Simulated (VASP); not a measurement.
# Ru in VASP: single point with PBE+D3(BJ)

Aim: the single point of Ru with PBE+D3(BJ).

Program: VASP 6.6.1. These are calculated values, not measurements. Logs are shortened: lines on timing, memory, paths and dates and some standing lists are left out, and cuts for length are marked.

### Step 1. The cell of the first run

The cell holds a slab with vacuum, 16 atoms: a = 5.395 Å, b = 5.395 Å, c = 25.499 Å, α = 90.00°, β = 90.00°, γ = 120.00°.

### Step 2. Single point, PBE+D3(BJ)

Input file INCAR:

```
SYSTEM = Ru
ALGO = Normal ; DIPOL = 0.5 0.5 0.439
EDIFF = 1E-6 ; ENCUT = 520
GGA = PE ; IDIPOL = 3
ISIF = 2 ; ISMEAR = 0
IVDW = 12 ; LASPH = .True.
LCHARG = .False. ; LDIPOL = .True.
LREAL = Auto ; LWAVE = .False.
NBANDS = 126 ; NELM = 60
PREC = Accurate ; SIGMA = 0.1
```

Input file KPOINTS:

```
k-points
0
Gamma
  4 4 1
  0 0 0
```

Input file POSCAR:

```
Ru
1.0
    5.3951895500      0.0000000000      0.0000000000
   -2.6975947750      4.6723712085      0.0000000000
    0.0000000000      0.0000000000     25.4987269957
Ru
16
Direct
    0.3333333333      0.1666666667      0.3137411527
    0.3333333333      0.6666666667      0.3137411527
    0.8333333333      0.1666666667      0.3137411527
    0.8333333333      0.6666666667      0.3137411527
    0.1666666667      0.3333333333      0.3973888187
    0.1666666667      0.8333333333      0.3973888187
    0.6666666667      0.3333333333      0.3973888187
    0.6666666667      0.8333333333      0.3973888187
    0.3338098382      0.1661901618      0.4816932676
    0.3338098382      0.6676196765      0.4816932676
    0.8323803235      0.1661901618      0.4816932676
    0.8333333333      0.6666666667      0.4804062228
    0.1666666667      0.3333333333      0.5668487539
    0.1688173029      0.8344086515      0.5620256417
    0.6655913485      0.3311826971      0.5620256417
    0.6655913485      0.8344086515      0.5620256417
```

Potentials or basis: VASP PAW PBE potentials, release 64 (Ru_pv).

Run with:

```bash
$ cat potpaw_PBE.64/Ru_pv/POTCAR > POTCAR
$ mpirun -np 1 vasp_std > vasp.out
```

OUTCAR:

```text
SYSTEM = Ru
   EDIFF = 1E-6
   ENCUT = 520
   GGA = PE
   ISIF = 2
   ISMEAR = 0
   IVDW = 12
   LASPH = .True.
   LREAL = Auto
   NELM = 60
   PREC = Accurate
 IVDW          = 12

 ion  position               nearest neighbor table
   1  0.333  0.167  0.314-   5 2.64   6 2.64   7 2.64   4 2.70   2 2.70   2 2.70   4 2.70   3 2.70
                             3 2.70
   2  0.333  0.667  0.314-   6 2.64   5 2.64   8 2.64   3 2.70   1 2.70   1 2.70   3 2.70   4 2.70
                             4 2.70
   3  0.833  0.167  0.314-   7 2.64   8 2.64   5 2.64   4 2.70   2 2.70   4 2.70   2 2.70   1 2.70
                             1 2.70
   4  0.833  0.667  0.314-   8 2.64   7 2.64   6 2.64   3 2.70   1 2.70   3 2.70   1 2.70   2 2.70
                             2 2.70
   5  0.167  0.333  0.397-   1 2.64   2 2.64   3 2.64   9 2.66  10 2.66  11 2.66   8 2.70   6 2.70
                             6 2.70   8 2.70   7 2.70   7 2.70
   6  0.167  0.833  0.397-  12 2.63   2 2.64   1 2.64   4 2.64  10 2.65   9 2.65   7 2.70   5 2.70
                             5 2.70   7 2.70   8 2.70   8 2.70
   7  0.667  0.333  0.397-  12 2.63   3 2.64   4 2.64   1 2.64  11 2.65   9 2.65   8 2.70   6 2.70
                             8 2.70   6 2.70   5 2.70   5 2.70
   8  0.667  0.833  0.397-  12 2.63   4 2.64   3 2.64   2 2.64  11 2.65  10 2.65   7 2.70   5 2.70
                             7 2.70   5 2.70   6 2.70   6 2.70
   9  0.334  0.166  0.482-  14 2.57  15 2.57   6 2.65   7 2.65   5 2.66  13 2.67  10 2.69  11 2.69
                            12 2.70  12 2.70  10 2.71  11 2.71
  10  0.334  0.668  0.482-  14 2.57  16 2.57   6 2.65   8 2.65   5 2.66  13 2.67  11 2.69   9 2.69
                            12 2.70  12 2.70   9 2.71  11 2.71
  11  0.832  0.166  0.482-  16 2.57  15 2.57   7 2.65   8 2.65   5 2.66  13 2.67  10 2.69   9 2.69
                            12 2.70  12 2.70  10 2.71   9 2.71
  12  0.833  0.667  0.480-  15 2.61  16 2.61  14 2.61   8 2.63   7 2.63   6 2.63   9 2.70  11 2.70
                             9 2.70  11 2.70  10 2.70  10 2.70
  13  0.167  0.333  0.567-   9 2.67  10 2.67  11 2.67  14 2.70  15 2.70  16 2.70  16 2.70  14 2.70
                            15 2.70
  14  0.169  0.834  0.562-   9 2.57  10 2.57  12 2.61  15 2.68  16 2.68  13 2.70  13 2.70  15 2.71
                            16 2.71
  15  0.666  0.331  0.562-  11 2.57   9 2.57  12 2.61  14 2.68  16 2.68  13 2.70  13 2.70  14 2.71
                            16 2.71
  16  0.666  0.834  0.562-  11 2.57  10 2.57  12 2.61  15 2.68  14 2.68  13 2.70  13 2.70  15 2.71
                            14 2.71

  LATTYP: Found a hexagonal cell.
 ALAT       =     5.3951895500
 C/A-ratio  =     4.7261966905

  Lattice vectors:

 A1 = (   5.3951895500,   0.0000000000,   0.0000000000)
 A2 = (  -2.6975947750,   4.6723712085,   0.0000000000)
 A3 = (   0.0000000000,   0.0000000000,  25.4987269957)

Analysis of symmetry for initial positions (statically):
=====================================================================
 Subroutine PRICEL returns:
 Original cell was already a primitive cell.

 Routine SETGRP: Setting up the symmetry group for a
 hexagonal supercell.

 Subroutine GETGRP returns: Found  6 space group operations
 (whereof  2 operations were pure point group operations)
 out of a pool of 24 trial point group operations.

The static configuration has the point symmetry C_1h.
 The point group associated with its full space group is C_3v.

Analysis of symmetry for dynamics (positions and initial velocities):
=====================================================================
 Subroutine PRICEL returns:
 Original cell was already a primitive cell.

 Routine SETGRP: Setting up the symmetry group for a
 hexagonal supercell.

 Subroutine GETGRP returns: Found  6 space group operations
 (whereof  2 operations were pure point group operations)
 out of a pool of 24 trial point group operations.

The dynamic configuration has the point symmetry C_1h.
 The point group associated with its full space group is C_3v.

 Subroutine INISYM returns: Found  6 space group operations
 (whereof  2 operations are pure point group operations),
 and found     1 'primitive' translations

----------------------------------------------------------------------------------------

                                     Primitive cell

  volume of cell :     642.7803

  direct lattice vectors                    reciprocal lattice vectors
[... 53 lines left out ...]

  Cartesian coordinates                     Fractional coordinates (reciprocal lattice)
     0.046337575  0.026753011  0.000000000     0.250000000  0.000000000  0.000000000
     0.000000000  0.053506023  0.000000000     0.000000000  0.250000000  0.000000000
     0.000000000  0.000000000  0.039217644     0.000000000  0.000000000  1.000000000

  Length of vectors
     0.053506023  0.053506023  0.039217644

  Shift w.r.t. Gamma in fractional coordinates (k-lattice)
     0.000000000  0.000000000  0.000000000

 Subroutine IBZKPT returns following result:
 ===========================================

 Found      4 irreducible k-points:

 Following reciprocal coordinates:
            Coordinates               Weight
  0.000000  0.000000  0.000000      1.000000
  0.250000  0.000000  0.000000      6.000000
  0.500000  0.000000  0.000000      3.000000
  0.250000  0.250000  0.000000      6.000000
   k-points           NKPTS =      4   k-points in BZ     NKDIM =      4   number of bands    NBANDS=    126
   number of dos      NEDOS =    301   number of ions     NIONS =     16
   total plane-waves  NPLWV = 307200
   dimension x,y,z NGX =    40 NGY =   40 NGZ =  192
   dimension x,y,z NGXF=    80 NGYF=   80 NGZF=  384
   ions per type =              16
   NGX,Y,Z   is equivalent  to a cutoff of  12.33, 12.33, 12.52 a.u.
   NGXF,Y,Z  is equivalent  to a cutoff of  24.65, 24.65, 25.04 a.u.
 SYSTEM =  Ru
   PREC   = accura    normal or accurate (medium, high low for compatibility)
   ISTART =      0    job   : 0-new  1-cont  2-samecut
   ICHARG =      2    charge: 1-file 2-atom 10-const
   ISPIN  =      1    spin polarized calculation?
   LNONCOLLINEAR =      F non collinear calculations
   LSORBIT =      F    spin-orbit coupling
   LASPH  =      T    aspherical Exc in radial PAW
   ENCUT  =  520.0 eV  38.22 Ry    6.18 a.u.  10.03 10.03 47.41*2*pi/ulx,y,z
   NELM   =     60;   NELMIN=  2; NELMDL= -5     # of ELM steps
   EDIFF  = 0.1E-05   stopping-criterion for ELM
   LREAL  =      T    real-space projection
   EDIFFG = 0.1E-04   stopping-criterion for IOM
   NSW    =      0    number of steps for IOM
   IBRION =     -1    ionic relax: 0-MD 1-quasi-New 2-CG
   NFREE  =      0    steps in history (QN), initial steepest desc. (CG)
   ISIF   =      2    stress and relaxation
   ISYM   =      2    0-nonsym 1-usesym 2-fastsym
   POTIM  = 0.5000    time-step for ionic-motion
   TEBEG  =    0.0;   TEEND  =   0.0 temperature during run
   PSTRESS=    0.0 pullay stress
   NELECT =     224.0000    total number of electrons
   NUPDOWN=      -1.0000    fix difference up-down
   EMIN   =  10.00;   EMAX   =-10.00  energy-range for DOS
   EFERMI =   0.00;   METHOD = LEGACY
   ISMEAR =     0;   SIGMA  =   0.10  broadening in eV -4-tet -1-fermi 0-gaus
   EFERMI_NEDOS =   21; number of points for ismear=-14 and -15
   IALGO  =     38    algorithm
   IMIX   =      4    mixing-type and parameters
     AMIX     =   0.40;   BMIX     =  1.00
     AMIX_MAG =   1.60;   BMIX_MAG =  1.00
  volume/ion in A,a.u.               =      40.17       271.11
  Fermi-wavevector in a.u.,A,eV,Ry     =   1.152046  2.177052 18.057802  1.327211
  Thomas-Fermi vector in A             =   2.288700
   LORBIT       =      0    0 simple, 1 ext, 2 COOP (PROOUT), +10 PAW based schemes
   GGA     = PE    functional components
   LHFCALC =     F    Hartree Fock is set to
   AEXX    =    0.0000 exact exchange contribution
   IVDW    =    12    specifies the selected vdW correction
   LEPSILON=     F    determine dielectric tensor
   LRPA    =     F    only Hartree local field effects (RPA)
 non-spin polarized calculation
 Gauss-broadening in eV      SIGMA  =   0.10
  energy-cutoff  :      520.00
  volume of cell :      642.78
 maximum number of plane-waves:     17372
   NGX = 21   NGY = 21   NGZ = 95

 dipolmoment           0.000000      0.000000      0.017084 electrons x Angstroem

 number of electron     224.0000046 magnetization

 dipolmoment           0.000000      0.000000     -0.006044 electrons x Angstroem

 Free energy of the ion-electron system (eV)
  ---------------------------------------------------
  ext. energy  EPLUGINS =         0.00000000
  ---------------------------------------------------
  free energy    TOTEN  =      -139.29775142 eV

  energy without entropy =     -139.14457754  energy(sigma->0) =     -139.22116448

 E-fermi :   1.0981     XC(G=0):  -5.5518

 val. band max:        1.0970947092   @ k =   0.2500   0.0000   0.0000
 cond. band min:       1.1120663611   @ k =   0.5000   0.0000   0.0000
 fundamental gap:      0.0149716518
 Fermi energy:         1.0981339846

 k-point     1 :       0.0000    0.0000    0.0000
  band No.  band energies     occupation
      1     -42.5990      2.00000
      2     -42.5990      2.00000
      3     -42.5829      2.00000
      4     -42.5411      2.00000
      5     -42.5234      2.00000
      6     -42.5057      2.00000
[... 497 lines left out ...]
    123       1.9186      0.00000
    124       2.1307      0.00000
 [bands above 124 left out]

------------------------ aborting loop because EDIFF is reached ----------------------------------------

 vacuum level on the upper side and lower side of the slab       (xc-potential included)        -0.135        -0.094

 Edisp (eV)   -7.36583

 E8    (eV) :    -3.4880

  FORCE on cell =-STRESS in cart. coord.  units (eV):
  Direction    XX          YY          ZZ          XY          YZ          ZX
  --------------------------------------------------------------------------------------
  -------------------------------------------------------------------------------------
  Total     -12.61896   -12.61896    -6.27152     0.00000    -0.00000     0.00000
  in kB     -31.45369   -31.45369   -15.63223     0.00000    -0.00000     0.00000
  external pressure =      -26.18 kB  Pullay stress =        0.00 kB

 VOLUME and BASIS-vectors are now :
 -----------------------------------------------------------------------------
  energy-cutoff  :      520.00
  volume of cell :      642.78
      direct lattice vectors                 reciprocal lattice vectors
     5.395189550  0.000000000  0.000000000     0.185350300  0.107012045  0.000000000
    -2.697594775  4.672371209  0.000000000     0.000000000  0.214024091  0.000000000
     0.000000000  0.000000000 25.498726996     0.000000000  0.000000000  0.039217644

 POSITION                                       TOTAL-FORCE (eV/Angst)
 -----------------------------------------------------------------------------------
      1.34880      0.77873      8.00000        -0.041787      0.024126      0.579909
     -0.00000      3.11491      8.00000         0.000000     -0.048251      0.579909
      4.04639      0.77873      8.00000         0.041787      0.024126      0.579909
      2.69759      3.11491      8.00000         0.000000     -0.000000      0.661219
      0.00000      1.55746     10.13291         0.000000     -0.000000     -0.489587
     -1.34880      3.89364     10.13291         0.094570      0.054600     -0.676303
[... 8 lines left out ...]
      2.69759      1.54741     14.33094         0.000000      0.117361      0.217605
      1.34010      3.89867     14.33094         0.101637     -0.058680      0.217605
 -----------------------------------------------------------------------------------
    total drift:                                0.000001     -0.000001     -0.015724

  FREE ENERGIE OF THE ION-ELECTRON SYSTEM (eV)
  ---------------------------------------------------
  free  energy   TOTEN  =      -146.6635770426 eV

  energy  without entropy=     -146.5104031636  energy(sigma->0) =     -146.58699010

 vacuum level on the upper side and lower side of the slab         5.979         6.021
```

Run time: 13 min. Hardware: 1 thread of Intel Xeon 6975P-C (Granite Rapids), shared host; peak memory 0.7 GiB.

Results:

```
Free energy                : -146.6636 eV
Largest force              : 1.137 eV/Å
Band gap on the k mesh     : zero (bands 112 and 113 overlap by 1.20 eV)
Dispersion energy per atom : -0.460 eV
```

Forces on the atoms (eV/Å):
```
Ru  -0.042  0.024  0.580
Ru   0.000 -0.048  0.580
Ru   0.042  0.024  0.580
Ru   0.000  0.000  0.661
Ru   0.000  0.000 -0.490
Ru   0.095  0.055 -0.676
Ru   0.000 -0.109 -0.676
Ru  -0.095  0.055 -0.676
Ru  -0.296  0.171  0.070
Ru   0.000 -0.342  0.070
Ru   0.296  0.171  0.070
Ru   0.000  0.000  0.391
Ru   0.000  0.000 -1.137
Ru  -0.102 -0.059  0.218
Ru   0.000  0.117  0.218
Ru   0.102 -0.059  0.218
```

Levels at points of the mesh, in eV from the Fermi level:
```csv
k point,band 109,band 110,band 111,band 112,band 113,band 114,band 115,band 116
"(0.00, 0.00, 0.00)",0.19,0.19,0.97,0.97,1.01,1.04,1.04,1.17
"(0.50, 0.00, 0.00)",-0.63,-0.62,-0.58,-0.53,-0.08,-0.06,-0.04,0.01
```
